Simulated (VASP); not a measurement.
Crystal: MnCo2N2.

```
Mn Co N
1.0
     2.87792    0.00000    0.00000
    -1.43896    2.49235    0.00000
     0.00000    0.00000    6.45261
Mn Co N
1 2 2
Direct
  0.00000 0.00000 0.50000
  0.66667 0.33333 0.16436
  0.33333 0.66667 0.83564
  0.66667 0.33333 0.69536
  0.33333 0.66667 0.30464
```

- Program: VASP 6.6.1
- Task: relaxation of cell and atoms
- Functional: PBE
- Potentials or basis: VASP PAW PBE potentials, release 64 (Mn_pv, Co, N)
- Cutoff: 600 eV
- k mesh: 12 × 12 × 6
- Occupations: gaussian, width 0.1 eV
- Spin: no spin polarisation

At the start: pressure -11.5 GPa; volume 9.26 Å³/atom.

**Question.** Where does the relaxation end?

**Answer.** Over 17 steps the energy falls by 20.6 meV/atom and the volume is 8.77 Å³/atom (-5.3 %); space group P-3m1 (No. 164, to 0.1 Å) before and after.

The path:
| step | energy change (eV) | largest force (eV/Å) | pressure (GPa) | volume (Å³) |
| --- | --- | --- | --- | --- |
| 1 | 0.0000 | 0.3504 | -11.46 | 46.28 |
| 2 | 0.0334 | 1.0238 | 17.22 | 41.99 |
| 3 | -0.0799 | 0.4010 | 0.22 | 44.25 |
| 4 | -0.0962 | 0.1140 | 0.09 | 44.03 |
| 5 | -0.0972 | 0.0333 | 0.10 | 43.96 |
| 6 | -0.0984 | 0.0277 | -0.17 | 43.98 |
| 7 | -0.1007 | 0.0487 | -1.04 | 44.05 |
| 8 | -0.0984 | 0.1827 | -2.69 | 44.18 |
| 9 | -0.1010 | 0.0815 | -1.45 | 44.08 |
| 10 | -0.1015 | 0.0733 | -1.24 | 44.05 |
| 11 | -0.1025 | 0.0474 | -0.57 | 43.93 |
| 12 | -0.1023 | 0.0400 | 0.75 | 43.71 |
| 13 | -0.1028 | 0.0247 | -0.01 | 43.84 |
| 14 | -0.1028 | 0.0238 | 0.03 | 43.83 |
| 15 | -0.1028 | 0.0216 | -0.01 | 43.83 |
| 16 | -0.1028 | 0.0148 | 0.02 | 43.84 |
| 17 | -0.1029 | 0.0034 | 0.04 | 43.85 |

Final structure:
```
CELL_PARAMETERS angstrom
2.79344 0.00000 0.00000
-1.39672 2.41919 0.00000
0.00000 0.00000 6.48892
ATOMIC_POSITIONS crystal
Mn 0.00000 0.00000 0.50000
Co 0.66667 0.33333 0.15946
Co 0.33333 0.66667 0.84054
N 0.66667 0.33333 0.69089
N 0.33333 0.66667 0.30911
```

Caveat: the run has no spin polarisation, though such a crystal can be magnetic.
